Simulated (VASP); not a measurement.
# Ti (P6_3/mmc) in VASP: further runs

Ti is run at these levels: RPBE+D3(BJ), PBEsol+D3(BJ), PBEsol+D4, PBE+D3(BJ), PBE+D4; tasks: single point.

All numbers are computed with VASP 6.6.1; they aren't measurements. Logs are shortened: lines on timing, memory, paths and dates and some standing lists are left out, and cuts for length are marked.

## 1. The cell of the first run

The structure is hexagonal, space group P6_3/mmc (No. 194). Conventional cell: a = 2.654 Å, b = 2.654 Å, c = 4.267 Å, α = 90.00°, β = 90.00°, γ = 120.00°. Ti (site symmetry -6m2) has 12 Ti at 2.63 to 2.65 Å within 3.5 Å.

## 2. Single point, RPBE+D3(BJ)

Input file INCAR:

```
SYSTEM = Ti
ALGO     = Normal         ! electronic algorithm
EDIFF    = 1E-6           ! SCF threshold, eV
ENCUT    = 520            ! plane-wave cutoff, eV
GGA      = RP             ! functional
ISIF     = 2              ! what is computed and relaxed
ISMEAR   = -1             ! smearing method
IVDW     = 12             ! dispersion correction
LASPH    = .True.         ! aspherical terms in the spheres
LCHARG   = .False.        ! write CHGCAR
LREAL    = .False.        ! projectors in reciprocal space
LWAVE    = .False.        ! write WAVECAR
NBANDS   = 19             ! bands
NELM     = 100            ! most SCF steps
PREC     = Accurate       ! precision mode
SIGMA    = 0.05           ! smearing width, eV
```

Input file KPOINTS:

```
k-points
0
Gamma
  10 10 6
  0 0 0
```

Input file POSCAR:

```
Ti
1.0
    2.6542240618      0.0000000000      0.0000000000
   -1.3271120309      2.2986254649      0.0000000000
    0.0000000000      0.0000000000      4.2666940728
Ti
2
Direct
    0.6666666667      0.3333333333      0.7500000000
    0.3333333333      0.6666666667      0.2500000000
```

Potentials or basis: VASP PAW PBE potentials, release 64 (Ti_sv).

Started as:

```bash
$ cat potpaw_PBE.64/Ti_sv/POTCAR > POTCAR
$ mpirun -np 1 vasp_std > vasp.out
```

OUTCAR:

```text
SYSTEM = Ti
   EDIFF = 1E-6
   ENCUT = 520
   GGA = RP
   ISIF = 2
   ISMEAR = -1
   IVDW = 12
   LASPH = .True.
   LREAL = .False.
   NELM = 100
   PREC = Accurate
 IVDW          = 12

 ion  position               nearest neighbor table
   1  0.667  0.333  0.750-   2 2.63   2 2.63   2 2.63   2 2.63   2 2.63   2 2.63
   2  0.333  0.667  0.250-   1 2.63   1 2.63   1 2.63   1 2.63   1 2.63   1 2.63

  LATTYP: Found a hexagonal cell.
 ALAT       =     2.6542240618
 C/A-ratio  =     1.6075108858

  Lattice vectors:

 A1 = (   2.6542240618,   0.0000000000,   0.0000000000)
 A2 = (  -1.3271120309,   2.2986254649,   0.0000000000)
 A3 = (   0.0000000000,   0.0000000000,   4.2666940728)

Analysis of symmetry for initial positions (statically):
=====================================================================
 Subroutine PRICEL returns:
 Original cell was already a primitive cell.

 Routine SETGRP: Setting up the symmetry group for a
 hexagonal supercell.

 Subroutine GETGRP returns: Found 24 space group operations
 (whereof 12 operations were pure point group operations)
 out of a pool of 24 trial point group operations.

The static configuration has the point symmetry D_3d.
 The point group associated with its full space group is D_6h.

Analysis of symmetry for dynamics (positions and initial velocities):
=====================================================================
 Subroutine PRICEL returns:
 Original cell was already a primitive cell.

 Routine SETGRP: Setting up the symmetry group for a
 hexagonal supercell.

 Subroutine GETGRP returns: Found 24 space group operations
 (whereof 12 operations were pure point group operations)
 out of a pool of 24 trial point group operations.

The dynamic configuration has the point symmetry D_3d.
 The point group associated with its full space group is D_6h.

 Subroutine INISYM returns: Found 24 space group operations
 (whereof 12 operations are pure point group operations),
 and found     1 'primitive' translations

----------------------------------------------------------------------------------------

                                     Primitive cell

  volume of cell :      26.0314

  direct lattice vectors                    reciprocal lattice vectors
     2.654224062  0.000000000  0.000000000     0.376757944  0.217521300  0.000000000
    -1.327112031  2.298625465  0.000000000     0.000000000  0.435042601  0.000000000
     0.000000000  0.000000000  4.266694073     0.000000000  0.000000000  0.234373495

  length of vectors
     2.654224062  2.654224062  4.266694073     0.435042601  0.435042601  0.234373495

  position of ions in fractional coordinates (direct lattice)
     0.666666667  0.333333333  0.750000000
     0.333333333  0.666666667  0.250000000

  ion indices of the primitive-cell ions
   primitive index   ion index
                 1           1
                 2           2

----------------------------------------------------------------------------------------

 KPOINTS: k-points

Automatic generation of k-mesh.
 Grid dimensions read from file:
 generate k-points for:   10   10    6

 Generating k-lattice:

  Cartesian coordinates                     Fractional coordinates (reciprocal lattice)
     0.037675794  0.021752130  0.000000000     0.100000000 -0.000000000  0.000000000
     0.000000000  0.043504260  0.000000000     0.000000000  0.100000000  0.000000000
     0.000000000  0.000000000  0.039062249     0.000000000  0.000000000  0.166666667

  Length of vectors
     0.043504260  0.043504260  0.039062249

  Shift w.r.t. Gamma in fractional coordinates (k-lattice)
     0.000000000  0.000000000  0.000000000

 Subroutine IBZKPT returns following result:
 ===========================================

 Found     56 irreducible k-points:

 Following reciprocal coordinates:
            Coordinates               Weight
  0.000000  0.000000  0.000000      1.000000
  0.100000 -0.000000  0.000000      6.000000
  0.200000 -0.000000  0.000000      6.000000
  0.300000  0.000000  0.000000      6.000000
  0.400000  0.000000  0.000000      6.000000
  0.500000  0.000000  0.000000      3.000000
[... 16 lines left out ...]
  0.300000  0.100000  0.166667     24.000000
  0.400000  0.100000  0.166667     24.000000
 [... further k-points ...]
   k-points           NKPTS =     56   k-points in BZ     NKDIM =     56   number of bands    NBANDS=     19
   number of dos      NEDOS =    301   number of ions     NIONS =      2
   total plane-waves  NPLWV =  12800
   dimension x,y,z NGX =    20 NGY =   20 NGZ =   32
   dimension x,y,z NGXF=    40 NGYF=   40 NGZF=   64
   ions per type =               2
   NGX,Y,Z   is equivalent  to a cutoff of  12.53, 12.53, 12.47 a.u.
   NGXF,Y,Z  is equivalent  to a cutoff of  25.05, 25.05, 24.94 a.u.
 SYSTEM =  Ti
   PREC   = accura    normal or accurate (medium, high low for compatibility)
   ISTART =      0    job   : 0-new  1-cont  2-samecut
   ICHARG =      2    charge: 1-file 2-atom 10-const
   ISPIN  =      1    spin polarized calculation?
   LNONCOLLINEAR =      F non collinear calculations
   LSORBIT =      F    spin-orbit coupling
   LASPH  =      T    aspherical Exc in radial PAW
   ENCUT  =  520.0 eV  38.22 Ry    6.18 a.u.   4.94  4.94  7.93*2*pi/ulx,y,z
   NELM   =    100;   NELMIN=  2; NELMDL= -5     # of ELM steps
   EDIFF  = 0.1E-05   stopping-criterion for ELM
   LREAL  =      F    real-space projection
   EDIFFG = 0.1E-04   stopping-criterion for IOM
   NSW    =      0    number of steps for IOM
   IBRION =     -1    ionic relax: 0-MD 1-quasi-New 2-CG
   NFREE  =      0    steps in history (QN), initial steepest desc. (CG)
   ISIF   =      2    stress and relaxation
   ISYM   =      2    0-nonsym 1-usesym 2-fastsym
   POTIM  = 0.5000    time-step for ionic-motion
   TEBEG  =    0.0;   TEEND  =   0.0 temperature during run
   PSTRESS=    0.0 pullay stress
   NELECT =      24.0000    total number of electrons
   NUPDOWN=      -1.0000    fix difference up-down
   EMIN   =  10.00;   EMAX   =-10.00  energy-range for DOS
   EFERMI =   0.00;   METHOD = LEGACY
   ISMEAR =    -1;   SIGMA  =   0.05  broadening in eV -4-tet -1-fermi 0-gaus
   EFERMI_NEDOS =   21; number of points for ismear=-14 and -15
   IALGO  =     38    algorithm
   IMIX   =      4    mixing-type and parameters
     AMIX     =   0.40;   BMIX     =  1.00
     AMIX_MAG =   1.60;   BMIX_MAG =  1.00
  volume/ion in A,a.u.               =      13.02        87.83
  Fermi-wavevector in a.u.,A,eV,Ry     =   1.593356  3.011006 34.542243  2.538783
  Thomas-Fermi vector in A             =   2.691599
   LORBIT       =      0    0 simple, 1 ext, 2 COOP (PROOUT), +10 PAW based schemes
   GGA     = RP    functional components
   LHFCALC =     F    Hartree Fock is set to
   AEXX    =    0.0000 exact exchange contribution
   IVDW    =    12    specifies the selected vdW correction
   LEPSILON=     F    determine dielectric tensor
   LRPA    =     F    only Hartree local field effects (RPA)
 non-spin polarized calculation
  energy-cutoff  :      520.00
  volume of cell :       26.03
 maximum number of plane-waves:       715
 NGX is ok and might be reduce to    20
   NGX =  9   NGY =  9   NGZ = 15

 number of electron      23.9999996 magnetization

 Free energy of the ion-electron system (eV)
  ---------------------------------------------------
  ext. energy  EPLUGINS =         0.00000000
  ---------------------------------------------------
  free energy    TOTEN  =       -13.52699355 eV

  energy without entropy =      -13.51448880  energy(sigma->0) =      -13.52074118

 E-fermi :  11.8733     XC(G=0): -12.8278

 val. band max:       11.8500739264   @ k =   0.3000   0.3000   0.5000
 cond. band min:      11.8785228623   @ k =   0.0000   0.0000   0.5000
 fundamental gap:      0.0284489359
 Fermi energy:        11.8732954587

 k-point     1 :       0.0000    0.0000    0.0000
  band No.  band energies     occupation
      1     -44.7566      2.00000
      2     -44.3639      2.00000
      3     -21.6923      2.00000
      4     -20.1994      2.00000
      5     -20.1994      2.00000
      6     -20.0265      2.00000
[... 11 lines left out ...]
     18      14.1349      0.00000
     19      16.2703      0.00000

 k-point     2 :       0.1000   -0.0000    0.0000
  band No.  band energies     occupation
      1     -44.7267      2.00000
      2     -44.3505      2.00000
      3     -21.6396      2.00000
      4     -20.3171      2.00000
      5     -20.2365      2.00000
      6     -20.1087      2.00000
[... 11 lines left out ...]
     18      13.9265      0.00000
     19      16.3956      0.00000

 k-point     3 :       0.2000   -0.0000    0.0000
  band No.  band energies     occupation
      1     -44.6456      2.00000
      2     -44.3174      2.00000
      3     -21.4918      2.00000
      4     -20.6263      2.00000
      5     -20.4098      2.00000
      6     -20.3285      2.00000
[... 11 lines left out ...]
     18      14.4866      0.00000
     19      16.6191      0.00000

 k-point     4 :       0.3000    0.0000    0.0000
  band No.  band energies     occupation
      1     -44.5376      2.00000
      2     -44.2826      2.00000
      3     -21.2802      2.00000
      4     -21.0078      2.00000
      5     -20.7592      2.00000
      6     -20.4354      2.00000
[... 407 lines left out ...]
     18      15.2951      0.00000
     19      16.5743      0.00000

 k-point    23 :       0.3000    0.1000    0.1667
  band No.  band energies     occupation
      1     -44.4575      2.00000
      2     -44.2822      2.00000
      3     -21.3068      2.00000
      4     -21.0558      2.00000
      5     -20.8617      2.00000
      6     -20.5137      2.00000
[... 11 lines left out ...]
     18      16.1259      0.00000
     19      16.9501      0.00000

 k-point    24 :       0.4000    0.1000    0.1667
  band No.  band energies     occupation
      1     -44.3844      2.00000
      2     -44.2736      2.00000
      3     -21.4344      2.00000
      4     -21.1740      2.00000
      5     -20.8310      2.00000
      6     -20.5697      2.00000
[... 11 lines left out ...]
     18      16.7261      0.00000
     19      17.8846      0.00000

 [... further k-points ...]

------------------------ aborting loop because EDIFF is reached ----------------------------------------

 Edisp (eV)   -9.57269

 E8    (eV) :    -6.6542

  FORCE on cell =-STRESS in cart. coord.  units (eV):
  Direction    XX          YY          ZZ          XY          YZ          ZX
  --------------------------------------------------------------------------------------
  -------------------------------------------------------------------------------------
  Total      -0.17257    -0.17257    -0.17613     0.00000     0.00000     0.00000
  in kB     -10.62129   -10.62129   -10.84047     0.00000     0.00000     0.00000
  external pressure =      -10.69 kB  Pullay stress =        0.00 kB

 VOLUME and BASIS-vectors are now :
 -----------------------------------------------------------------------------
  energy-cutoff  :      520.00
  volume of cell :       26.03
      direct lattice vectors                 reciprocal lattice vectors
     2.654224062  0.000000000  0.000000000     0.376757944  0.217521300  0.000000000
    -1.327112031  2.298625465  0.000000000     0.000000000  0.435042601  0.000000000
     0.000000000  0.000000000  4.266694073     0.000000000  0.000000000  0.234373495

 POSITION                                       TOTAL-FORCE (eV/Angst)
 -----------------------------------------------------------------------------------
      1.32711      0.76621      3.20002         0.000000     -0.000000      0.000000
     -0.00000      1.53242      1.06667        -0.000000      0.000000      0.000000
 -----------------------------------------------------------------------------------
    total drift:                               -0.000000      0.000000     -0.000000

  FREE ENERGIE OF THE ION-ELECTRON SYSTEM (eV)
  ---------------------------------------------------
  free  energy   TOTEN  =       -23.0996849667 eV

  energy  without entropy=      -23.0871802132  energy(sigma->0) =      -23.09343259
```

Wall time 15 s (1 thread of Intel Xeon 6975P-C, shared host); peak memory 0.16 GiB.

What came out:

```yaml
Free_energy: -23.0997 eV
Pressure: -1.1 GPa
Band_gap_on_the_k_mesh: zero (band 12 reaches 12.78 eV, above the bottom of band 13 at 11.60 eV)
Dispersion_energy_per_atom: -4.786 eV
```

Caveat: the PAW data sets were made with another functional, which shifts forces and pressure a little; pairwise dispersion overbinds metals, which lowers pressure and volume.

## 3. Single point, PBEsol+D3(BJ)

This run uses another cell than the first one, of 15.88 Å³/atom, 1.220 times its volume.

Input file INCAR:

```
PREC = Accurate
ENCUT = 520
EDIFF = 1E-6
ISMEAR = -1
SIGMA = 0.05
LREAL = False
LASPH = True
NELM = 60
ALGO = Normal
ISIF = 2
LWAVE = False
LCHARG = False
GGA = PS
IVDW = 12
NBANDS = 19
```

Input file KPOINTS:

```
Automatic mesh
0
Gamma
  10 10 6
```

Input file POSCAR:

```
Ti
1.0
    2.8539023055      0.0000000000      0.0000000000
   -1.4269511527      2.4715518965      0.0000000000
    0.0000000000      0.0000000000      4.5038243607
Ti
2
Direct
    0.6666666667      0.3333333333      0.7500000000
    0.3333333333      0.6666666667      0.2500000000
```

Potentials or basis: VASP PAW PBE potentials, release 64 (Ti_sv).

Started as:

```bash
$ cat potpaw_PBE.64/Ti_sv/POTCAR > POTCAR
$ mpirun -np 1 vasp_std > vasp.out
```

Run time: 18 s. Hardware: 1 thread of Intel Xeon 6975P-C, shared host; peak memory 0.17 GiB.

Results (log left out):

```
Free energy                : -17.9674 eV
Pressure                   : -0.3 GPa
Band gap on the k mesh     : zero (band 12 reaches 10.00 eV, above the bottom of band 13 at 9.01 eV)
Dispersion energy per atom : -0.656 eV
```

Levels at points of the mesh, in eV from the Fermi level:
```
           k point  band 10  band 11  band 12  band 13  band 14  band 15
(0.00, 0.00, 0.00)    -2.92     0.82     0.82     0.99     1.10     1.40
(0.50, 0.00, 0.00)    -2.44    -2.09    -0.52     0.47     0.73     1.34
(0.00, 0.00, 0.50)    -4.42     0.11     0.11     0.71     0.71     0.71
(0.50, 0.00, 0.50)    -2.79    -0.92    -0.92     1.60     1.60     1.89
```

Caveat: the PAW data sets were made with another functional, which shifts forces and pressure a little; pairwise dispersion overbinds metals, which lowers pressure and volume.

[end of part 1 of 3]
